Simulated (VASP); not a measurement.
Write the native input for VASP 6.6.1 that does the following.

- Task: single point
- Functional: PBE
- Potentials or basis: VASP PAW PBE potentials, release 64 (Mg, Sn_d, N)
- Cutoff: 520 eV
- k mesh: 6 × 6 × 6
- Occupations: gaussian, width 0.1 eV
- Spin: no spin polarisation
- Dipole correction: no
- Further INCAR settings: ALGO = Normal; EDIFF = 1e-06; NBANDS = 28

The structure of MgSn2N2 lies in POSCAR:

```
MgSn2N2
1.0
   -2.5307403800      2.5307403800      3.9280860900
    2.5307403800     -2.5307403800      3.9280860900
    2.5307403800      2.5307403800     -3.9280860900
Mg Sn N
1 2 2
Direct
    0.0000000000      0.0000000000      0.0000000000
    0.5000000000      0.0000000000      0.5000000000
    0.0000000000      0.5000000000      0.5000000000
    0.7500000000      0.2500000000      0.5000000000
    0.2500000000      0.7500000000      0.5000000000
```

The cell was generated, and may not be a known phase.

One way to write it, as run:

INCAR

```
SYSTEM = MgSn2N2
PREC     = Accurate       ! precision mode
ENCUT    = 520            ! plane-wave cutoff, eV
EDIFF    = 1E-6           ! SCF threshold, eV
ISMEAR   = 0              ! smearing method
SIGMA    = 0.1            ! smearing width, eV
LREAL    = .FALSE.        ! projectors in reciprocal space
LASPH    = .TRUE.         ! aspherical terms in the spheres
NELM     = 60             ! most SCF steps
ALGO     = Normal         ! electronic algorithm
ISIF     = 2              ! what is computed and relaxed
LWAVE    = .FALSE.        ! write WAVECAR
LCHARG   = .FALSE.        ! write CHGCAR
GGA      = PE             ! functional
NBANDS   = 28             ! bands
```

KPOINTS

```
Automatic mesh
0
G
  6 6 6
  0 0 0
```

Potentials or basis: VASP PAW PBE potentials, release 64 (Mg, Sn_d, N).

Run with:

```console
$ cat potpaw_PBE.64/Mg/POTCAR potpaw_PBE.64/Sn_d/POTCAR potpaw_PBE.64/N/POTCAR > POTCAR
$ mpirun -np 1 vasp_std > vasp.out
```

It gave:

The pressure is 16.7 GPa. The band gap on the k mesh is zero (bands 20 and 21 overlap by 1.94 eV).

Caveat: the cell stands under pressure; spin-orbit coupling is left out, which moves the levels of the heavy elements.

Wall time 68 s on 1 thread of Intel(R) Xeon(R) Platinum 8375C CPU @ 2.90GHz (Ice Lake), with other jobs on the host, peak memory 0.29 GiB.
